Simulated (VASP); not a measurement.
Write the native input for VASP 6.6.1 that does the following.

- Task: single point
- Functional: r2SCAN50
- Potentials or basis: VASP PAW PBE potentials, release 64 (P, B)
- Cutoff: 520 eV
- k mesh: 5 × 5 × 5
- Occupations: gaussian, width 0.01 eV
- Spin: no spin polarisation
- Dipole correction: no
- Grid for exact exchange (PRECFOCK): Normal
- Further INCAR settings: ALGO = Normal; EDIFF = 1e-06; NBANDS = 11

BP:

```
P B
1.0
     0.00000    2.26900    2.26900
     2.26900    0.00000    2.26900
     2.26900    2.26900    0.00000
P B
1 1
Direct
  0.75000 0.75000 0.75000
  0.00000 0.00000 0.00000
```

These files were run (other wordings do the same):

POSCAR

```
BP
1.0
    0.0000000000      2.2690000000      2.2690000000
    2.2690000000      0.0000000000      2.2690000000
    2.2690000000      2.2690000000      0.0000000000
P B
1 1
Direct
    0.7500000000      0.7500000000      0.7500000000
    0.0000000000      0.0000000000      0.0000000000
```

INCAR.step1

```
ALGO = Normal ; EDIFF = 1E-5
ENCUT = 520 ; GGA = PE
ISIF = 2 ; ISMEAR = 0
LASPH = True ; LCHARG = False
LREAL = False ; LWAVE = True
NBANDS = 11 ; NELM = 60
PREC = Accurate ; SIGMA = 0.01
```

INCAR.step2

```
AEXX = 0.5 ; ALGO = Normal
EDIFF = 1E-6 ; ENCUT = 520
ISIF = 2 ; ISMEAR = 0
ISTART = 1 ; LASPH = True
LCHARG = False ; LHFCALC = True
LMIXTAU = True ; LREAL = False
LWAVE = False ; METAGGA = R2SCAN
NBANDS = 11 ; NELM = 60
PREC = Accurate ; PRECFOCK = Normal
SIGMA = 0.01
```

KPOINTS

```
k-points
0
Gamma
  5 5 5
```

Potentials or basis: VASP PAW PBE potentials, release 64 (P, B).

Command:

```console
$ cat potpaw_PBE.64/P/POTCAR potpaw_PBE.64/B/POTCAR > POTCAR
$ cp INCAR.step1 INCAR
$ mpirun -np 1 vasp_std > vasp.out
$ cp INCAR.step2 INCAR
$ mpirun -np 1 vasp_std > vasp.out
```

Results of the run:

```yaml
Pressure: -4.9 GPa
Band_gap_on_the_k_mesh: 4.25 eV, indirect (least direct gap 6.80 eV)
```

Caveat: the k points lie up to 0.48 Å⁻¹ apart; the PAW data sets were made with another functional, which shifts forces and pressure a little.

Wall time 2.7 min on 1 thread of Intel(R) Xeon(R) 6975P-C (Granite Rapids), with other jobs on the host, peak memory 0.14 GiB.
